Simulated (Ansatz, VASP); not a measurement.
## MnO in VASP and in Ansatz

```
Mn O
1.0
     3.37170    0.00000    0.00000
    -1.68585    2.91998    0.00000
     0.00000    0.00000    5.38550
Mn O
2 2
Direct
  0.33333 0.66667 0.01096
  0.66667 0.33333 0.51096
  0.33333 0.66667 0.37547
  0.66667 0.33333 0.87547
```

Alike in both runs: task single point; functional r2SCAN; k mesh 6 × 6 × 4; occupations gaussian, width 0.15 eV; collinear spin.

|  | VASP | Ansatz |
| --- | --- | --- |
| version | VASP 6.6.1 | Ansatz 0.2.0 |
| potentials or method | VASP PAW PBE potentials, release 64 (Mn_pv, O) | plane waves, PAW |
| plane-wave cutoff (eV) | 520 | 500 |
| valence electrons in the cell | 38 | 42 |

Ansatz gave:

```
pressure (GPa)                                                : -0.9
traceless stress, the component that is largest in VASP (GPa) : 1.97
rms of the force components (eV/Å)                            : 0.180
net moment per atom (μB)                                      : 0.00
size of the moment on the site where the two differ most (μB) : 3.85
```

Q: Estimate VASP's values.

A: Pressure (GPa): -0.3; traceless stress, the component that is largest in VASP (GPa): 2.24; rms of the force components (eV/Å): 0.196; net moment per atom (μB): 0.00; size of the moment on the site where the two differ most (μB): 4.38.

VASP's potentials were made for PBE, not for r2SCAN. Site moments also hang on the region over which each program counts them. Atom by atom the forces differ by 0.016 eV/Å (rms over components). VASP's potentials hold 38 valence electrons a cell and Ansatz's 42, so a difference there can come from the potentials and not from the codes. Ansatz's warnings: stability check not made.
